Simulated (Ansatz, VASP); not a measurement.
## Si5C in VASP and in Ansatz

INCAR

```
SYSTEM = Si5C
PREC     = Accurate       ! precision mode
ENCUT    = 520            ! plane-wave cutoff, eV
EDIFF    = 1E-6           ! SCF threshold, eV
ISMEAR   = 0              ! smearing method
SIGMA    = 0.1            ! smearing width, eV
LREAL    = .False.        ! projectors in reciprocal space
LASPH    = .True.         ! aspherical terms in the spheres
NELM     = 150            ! most SCF steps
ALGO     = Normal         ! electronic algorithm
ISIF     = 2              ! what is computed and relaxed
LWAVE    = .False.        ! write WAVECAR
LCHARG   = .True.         ! write CHGCAR
ISPIN    = 2              ! spin polarisation
MAGMOM   = 0 0 0 0 0 1    ! initial moments
LORBIT   = 11             ! projections on sites
GGA      = PE             ! functional
LELF     = .True.         ! ELF
LVHAR    = .True.       
NBANDS   = 25             ! bands
```

File KPOINTS:

```
Automatic mesh
0
Gamma
  6 6 4
  0 0 0
```

Contents of POSCAR:

```
Si5C
1.0
    4.7881676300      0.0000000000      0.0000000000
   -2.3940838100      4.1466748000      0.0000000000
    0.0000000000      0.0000000000      4.4721425900
Si C
5 1
Direct
    0.3333333300      0.6666666700      0.0000000000
    0.6666666700      0.3333333300      0.0000000000
    0.6666666700      0.6666666700      0.5000000000
    0.3333333300      0.0000000000      0.5000000000
    0.0000000000      0.3333333300      0.5000000000
    0.0000000000      0.0000000000      0.0000000000
```

Input for Ansatz:

```yaml
crystal:
  lattice:
    - [4.78816763, 0.0, 0.0]
    - [-2.39408381, 4.1466748, 0.0]
    - [0.0, 0.0, 4.47214259]
  atoms:
    - { symbol: Si, position: [0.33333333, 0.66666667, 0.0] }
    - { symbol: Si, position: [0.66666667, 0.33333333, 0.0] }
    - { symbol: Si, position: [0.66666667, 0.66666667, 0.5] }
    - { symbol: Si, position: [0.33333333, 0.0, 0.5] }
    - { symbol: Si, position: [0.0, 0.33333333, 0.5] }
    - { symbol: C, position: [0.0, 0.0, 0.0], spin: 1.0 }
basis:
  ecutwfc: 420
kpoints:
  mp_grid: { grid: [6, 6, 4] }
hamiltonian:
  xc: pbe
scf:
  occupations: { method: gaussian, width: 0.1 }
  lower_state_search: "off"
output:
  forces: true
  stress: true
  eigenvalues: true
  populations: true
magnetization:
  spin_polarized: true
```

Alike in both runs: task single point; functional PBE; k mesh 6 × 6 × 4; occupations gaussian, width 0.1 eV; collinear spin.

```csv
,VASP,Ansatz
version,VASP 6.6.1,Ansatz 0.2.0
potentials or method,"VASP PAW PBE potentials, release 64 (Si, C), cutoff 520 eV","scalar-relativistic, plane waves, PAW"
valence electrons in the cell,24,24
```

|  | VASP | Ansatz | Ansatz less VASP |
| --- | --- | --- | --- |
| gap on the k mesh at the Fermi level (eV) | none | none | - |
| pressure (GPa) | -10.7 | -10.7 | +0.01 |
| traceless stress, the component that is largest in VASP (GPa) | 1.94 | 1.95 | +0.009 |
| rms of the force components (eV/Å) | 0.179 | 0.180 | +0.0005 |
| net moment per atom (μB) | 0.00 | 0.00 | -0.001 |

Atom by atom the forces differ by 0.001 eV/Å (rms over components). A gap of «none» marks a metal or a gap that the smearing closes. Ansatz's warnings: seeded moment not kept.
